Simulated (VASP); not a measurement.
# LaHg2 (P6/mmm) in VASP: notebook

Runs on LaHg2. Level: LDA. Tasks: single point.

Everything below comes from runs of VASP 6.6.1. Logs are shortened: lines on timing, memory, paths and dates and some standing lists are left out, and cuts for length are marked.

### 1 The cell of the first run

The structure is hexagonal, space group P6/mmm (No. 191). The conventional cell has a = 4.857 Å, b = 4.857 Å, c = 3.566 Å, α = 90.00°, β = 90.00°, γ = 120.00°. Within 4.4 Å of La (site symmetry 6/mmm) lie 12 Hg at 3.32 Å and 2 La at 3.57 Å. Within 3.7 Å of Hg (site symmetry -6m2) lie 5 Hg at 2.80 to 3.57 Å and 6 La at 3.32 Å.

### 2 Single point, LDA (24.28 Å³/atom)

INCAR reads:

```
PREC = Accurate
ENCUT = 520
EDIFF = 1E-6
ISMEAR = -1
SIGMA = 0.08
LREAL = False
LASPH = True
NELM = 60
ALGO = Normal
ISIF = 2
LWAVE = False
LCHARG = True
LELF = True
LVHAR = True
NBANDS = 24
```

KPOINTS reads:

```
Automatic mesh
0
Gamma
  8 8 9
```

POSCAR reads:

```
LaHg2
1.0
    4.8567862506      0.0000000000      0.0000000000
   -2.4283931254      4.2061002739      0.0000000000
    0.0000000000      0.0000000000      3.5656934357
La Hg
1 2
Direct
    0.0000000000      0.0000000000      0.0000000000
    0.3333333333      0.6666666667      0.5000000000
    0.6666666667      0.3333333333      0.5000000000
```

Potentials or basis: VASP PAW LDA potentials, release 64 (La, Hg).

Run with:

```
cat potpaw_LDA.64/La/POTCAR potpaw_LDA.64/Hg/POTCAR > POTCAR
mpirun -np 1 vasp_std > vasp.out
```

OUTCAR:

```text
PREC = Accurate
   ENCUT = 520
   EDIFF = 1E-6
   ISMEAR = -1
   LREAL = False
   LASPH = True
   NELM = 60
   ISIF = 2

 ion  position               nearest neighbor table
   1  0.000  0.000  0.000-   2 3.32   3 3.32   2 3.32   3 3.32   3 3.32   3 3.32   2 3.32   2 3.32
                             3 3.32   3 3.32   2 3.32   2 3.32
   2  0.333  0.667  0.500-   3 2.80   3 2.80   3 2.80   1 3.32   1 3.32   1 3.32   1 3.32   1 3.32
                             1 3.32
   3  0.667  0.333  0.500-   2 2.80   2 2.80   2 2.80   1 3.32   1 3.32   1 3.32   1 3.32   1 3.32
                             1 3.32

  LATTYP: Found a hexagonal cell.
 ALAT       =     4.8567862506
 C/A-ratio  =     0.7341672562

  Lattice vectors:

 A1 = (   4.8567862506,   0.0000000000,   0.0000000000)
 A2 = (  -2.4283931254,   4.2061002739,   0.0000000000)
 A3 = (   0.0000000000,   0.0000000000,   3.5656934357)

Analysis of symmetry for initial positions (statically):
=====================================================================
 Subroutine PRICEL returns:
 Original cell was already a primitive cell.

 Routine SETGRP: Setting up the symmetry group for a
 hexagonal supercell.

 Subroutine GETGRP returns: Found 24 space group operations
 (whereof 24 operations were pure point group operations)
 out of a pool of 24 trial point group operations.

The static configuration has the point symmetry D_6h.

Analysis of symmetry for dynamics (positions and initial velocities):
=====================================================================
 Subroutine PRICEL returns:
 Original cell was already a primitive cell.

 Routine SETGRP: Setting up the symmetry group for a
 hexagonal supercell.

 Subroutine GETGRP returns: Found 24 space group operations
 (whereof 24 operations were pure point group operations)
 out of a pool of 24 trial point group operations.

The dynamic configuration has the point symmetry D_6h.

 Subroutine INISYM returns: Found 24 space group operations
 (whereof 24 operations are pure point group operations),
 and found     1 'primitive' translations

----------------------------------------------------------------------------------------

                                     Primitive cell

  volume of cell :      72.8404

  direct lattice vectors                    reciprocal lattice vectors
     4.856786251  0.000000000  0.000000000     0.205897470  0.118874960  0.000000000
    -2.428393125  4.206100274  0.000000000     0.000000000  0.237749919  0.000000000
     0.000000000  0.000000000  3.565693436     0.000000000  0.000000000  0.280450358

  length of vectors
     4.856786251  4.856786251  3.565693436     0.237749919  0.237749919  0.280450358

  position of ions in fractional coordinates (direct lattice)
     0.000000000  0.000000000  0.000000000
     0.333333333  0.666666667  0.500000000
     0.666666667  0.333333333  0.500000000

  ion indices of the primitive-cell ions
   primitive index   ion index
                 1           1
                 2           2
                 3           3

----------------------------------------------------------------------------------------

 KPOINTS: Automatic mesh

Automatic generation of k-mesh.
 Grid dimensions read from file:
 generate k-points for:    8    8    9

 Generating k-lattice:

  Cartesian coordinates                     Fractional coordinates (reciprocal lattice)
     0.025737184  0.014859370  0.000000000     0.125000000  0.000000000  0.000000000
     0.000000000  0.029718740  0.000000000     0.000000000  0.125000000  0.000000000
     0.000000000  0.000000000  0.031161151     0.000000000  0.000000000  0.111111111

  Length of vectors
     0.029718740  0.029718740  0.031161151

  Shift w.r.t. Gamma in fractional coordinates (k-lattice)
     0.000000000  0.000000000  0.000000000

 Subroutine IBZKPT returns following result:
 ===========================================

 Found     50 irreducible k-points:

 Following reciprocal coordinates:
            Coordinates               Weight
  0.000000  0.000000  0.000000      1.000000
  0.125000 -0.000000  0.000000      6.000000
  0.250000 -0.000000  0.000000      6.000000
  0.375000  0.000000  0.000000      6.000000
  0.500000 -0.000000  0.000000      3.000000
  0.125000  0.125000  0.000000      6.000000
[... 16 lines left out ...]
  0.250000 -0.000000  0.222222     12.000000
  0.375000  0.000000  0.222222     12.000000
 [... further k-points ...]
   k-points           NKPTS =     50   k-points in BZ     NKDIM =     50   number of bands    NBANDS=     24
   number of dos      NEDOS =    301   number of ions     NIONS =      3
   total plane-waves  NPLWV =  36288
   dimension x,y,z NGX =    36 NGY =   36 NGZ =   28
   dimension x,y,z NGXF=    72 NGYF=   72 NGZF=   56
   ions per type =               1   2
   NGX,Y,Z   is equivalent  to a cutoff of  12.32, 12.32, 13.05 a.u.
   NGXF,Y,Z  is equivalent  to a cutoff of  24.65, 24.65, 26.11 a.u.
 SYSTEM =  unknown system
   PREC   = accura    normal or accurate (medium, high low for compatibility)
   ISTART =      0    job   : 0-new  1-cont  2-samecut
   ICHARG =      2    charge: 1-file 2-atom 10-const
   ISPIN  =      1    spin polarized calculation?
   LNONCOLLINEAR =      F non collinear calculations
   LSORBIT =      F    spin-orbit coupling
   LASPH  =      T    aspherical Exc in radial PAW
   ENCUT  =  520.0 eV  38.22 Ry    6.18 a.u.   9.03  9.03  6.63*2*pi/ulx,y,z
   NELM   =     60;   NELMIN=  2; NELMDL= -5     # of ELM steps
   EDIFF  = 0.1E-05   stopping-criterion for ELM
   LREAL  =      F    real-space projection
   EDIFFG = 0.1E-04   stopping-criterion for IOM
   NSW    =      0    number of steps for IOM
   IBRION =     -1    ionic relax: 0-MD 1-quasi-New 2-CG
   NFREE  =      0    steps in history (QN), initial steepest desc. (CG)
   ISIF   =      2    stress and relaxation
   ISYM   =      2    0-nonsym 1-usesym 2-fastsym
   POTIM  = 0.5000    time-step for ionic-motion
   TEBEG  =    0.0;   TEEND  =   0.0 temperature during run
   PSTRESS=    0.0 pullay stress
   NELECT =      35.0000    total number of electrons
   NUPDOWN=      -1.0000    fix difference up-down
   EMIN   =  10.00;   EMAX   =-10.00  energy-range for DOS
   EFERMI =   0.00;   METHOD = LEGACY
   ISMEAR =    -1;   SIGMA  =   0.08  broadening in eV -4-tet -1-fermi 0-gaus
   EFERMI_NEDOS =   21; number of points for ismear=-14 and -15
   IALGO  =     38    algorithm
   IMIX   =      4    mixing-type and parameters
     AMIX     =   0.40;   BMIX     =  1.00
     AMIX_MAG =   1.60;   BMIX_MAG =  1.00
  volume/ion in A,a.u.               =      24.28       163.85
  Fermi-wavevector in a.u.,A,eV,Ry     =   1.282252  2.423104 22.370286  1.644170
  Thomas-Fermi vector in A             =   2.414574
   LORBIT       =      0    0 simple, 1 ext, 2 COOP (PROOUT), +10 PAW based schemes
   GGA     = CA    functional components
   LHFCALC =     F    Hartree Fock is set to
   AEXX    =    0.0000 exact exchange contribution
   IVDW    =     0    specifies the selected vdW correction
   LEPSILON=     F    determine dielectric tensor
   LRPA    =     F    only Hartree local field effects (RPA)
 non-spin polarized calculation
  energy-cutoff  :      520.00
  volume of cell :       72.84
 maximum number of plane-waves:      1983
   NGX = 19   NGY = 19   NGZ = 13

 number of electron      35.0000001 magnetization

 Free energy of the ion-electron system (eV)
  ---------------------------------------------------
  ext. energy  EPLUGINS =         0.00000000
  ---------------------------------------------------
  free energy    TOTEN  =        -9.35999349 eV

  energy without entropy =       -9.30854765  energy(sigma->0) =       -9.33427057

 E-fermi :   6.3866     XC(G=0): -11.2573

 val. band max:        6.3837552437   @ k =   0.2500   0.1250   0.4444
 cond. band min:       6.4013238256   @ k =   0.3750   0.2500   0.3333
 fundamental gap:      0.0175685819
 Fermi energy:         6.3865676530

 k-point     1 :       0.0000    0.0000    0.0000
  band No.  band energies     occupation
      1     -26.4046      2.00000
      2     -10.2186      2.00000
      3     -10.2186      2.00000
      4      -9.6697      2.00000
      5      -2.5811      2.00000
      6      -1.6770      2.00000
[... 16 lines left out ...]
     23       8.2472      0.00000
     24       8.2946      0.00000

 k-point     2 :       0.1250   -0.0000    0.0000
  band No.  band energies     occupation
      1     -26.4034      2.00000
      2     -10.2481      2.00000
      3     -10.2204      2.00000
      4      -9.6711      2.00000
      5      -2.4367      2.00000
      6      -1.6496      2.00000
[... 16 lines left out ...]
     23       8.2504      0.00000
     24       8.2789      0.00000

 k-point     3 :       0.2500   -0.0000    0.0000
  band No.  band energies     occupation
      1     -26.4006      2.00000
      2     -10.3153      2.00000
      3     -10.2246      2.00000
      4      -9.6743      2.00000
      5      -2.1761      2.00000
      6      -1.8922      2.00000
[... 16 lines left out ...]
     23       8.2508      0.00000
     24       8.2815      0.00000

 k-point     4 :       0.3750    0.0000    0.0000
  band No.  band energies     occupation
      1     -26.3978      2.00000
      2     -10.3776      2.00000
      3     -10.2289      2.00000
      4      -9.6777      2.00000
      5      -2.2302      2.00000
      6      -1.9636      2.00000
[... 16 lines left out ...]
     23       8.2782      0.00000
     24       8.3033      0.00000

 k-point     5 :       0.5000   -0.0000    0.0000
  band No.  band energies     occupation
      1     -26.3966      2.00000
      2     -10.4021      2.00000
      3     -10.2306      2.00000
      4      -9.6792      2.00000
      5      -2.3139      2.00000
      6      -2.0086      2.00000
[... 451 lines left out ...]
 k-point    22 :       0.1250   -0.0000    0.2222
  band No.  band energies     occupation
      1     -26.3534      2.00000
      2     -10.2380      2.00000
      3     -10.1673      2.00000
      4     -10.1524      2.00000
      5      -2.2337      2.00000
      6      -1.6908      2.00000
[... 16 lines left out ...]
     23       8.2417      0.00000
     24       8.2976      0.00000

 k-point    23 :       0.2500   -0.0000    0.2222
  band No.  band energies     occupation
      1     -26.3512      2.00000
      2     -10.2482      2.00000
      3     -10.1993      2.00000
      4     -10.1618      2.00000
      5      -2.2177      2.00000
      6      -1.8723      2.00000
[... 16 lines left out ...]
     23       8.2135      0.00000
     24       8.2386      0.00000

 k-point    24 :       0.3750    0.0000    0.2222
  band No.  band energies     occupation
      1     -26.3490      2.00000
      2     -10.2826      2.00000
      3     -10.2054      2.00000
      4     -10.1712      2.00000
      5      -2.2270      2.00000
      6      -1.9934      2.00000
[... 16 lines left out ...]
     23       8.1852      0.00000
     24       8.2282      0.00000

 [... further k-points ...]

------------------------ aborting loop because EDIFF is reached ----------------------------------------

  FORCE on cell =-STRESS in cart. coord.  units (eV):
  Direction    XX          YY          ZZ          XY          YZ          ZX
  --------------------------------------------------------------------------------------
  -------------------------------------------------------------------------------------
  Total        1.5002655      1.5002655     -0.2148627     -0.0000000      0.0000000      0.0000000
  in kB       32.9994027     32.9994027     -4.7260572     -0.0000000      0.0000000      0.0000000
  external PRESSURE =      20.4242494 kB  Pullay stress =       0.0000000 kB

 VOLUME and BASIS-vectors are now :
 -----------------------------------------------------------------------------
  energy-cutoff  :      520.00
  volume of cell :       72.84
      direct lattice vectors                 reciprocal lattice vectors
     4.856786251  0.000000000  0.000000000     0.205897470  0.118874960  0.000000000
    -2.428393125  4.206100274  0.000000000     0.000000000  0.237749919  0.000000000
     0.000000000  0.000000000  3.565693436     0.000000000  0.000000000  0.280450358

 POSITION                                       TOTAL-FORCE (eV/Angst)
 -----------------------------------------------------------------------------------
      0.00000      0.00000      0.00000        -0.000000      0.000000      0.000000
     -0.00000      2.80407      1.78285        -0.000000      0.000000     -0.000000
      2.42839      1.40203      1.78285         0.000000      0.000000      0.000000
 -----------------------------------------------------------------------------------
    total drift:                                0.000000     -0.000000     -0.000000

  FREE ENERGIE OF THE ION-ELECTRON SYSTEM (eV)
  ---------------------------------------------------
  free  energy   TOTEN  =        -9.3599934876 eV

  energy  without entropy=       -9.3085476496  energy(sigma->0) =       -9.33427057
```

It took 43 s on 1 thread of Intel Xeon 6975P-C (Granite Rapids), shared host; peak memory 0.22 GiB.

What came out:

| Item | Value |
| --- | --- |
| Free energy | -9.3600 eV |
| Pressure | 2.0 GPa |
| Band gap on the k mesh | zero (an odd number of electrons rules out a gap without spin polarisation) |

Stress tensor (GPa, compression positive):
```
 3.30  0.00  0.00
 0.00  3.30  0.00
 0.00  0.00 -0.47
```

Caveat: spin-orbit coupling is left out, which moves the levels of the heavy elements.

(Continued in part 2 of 2.)
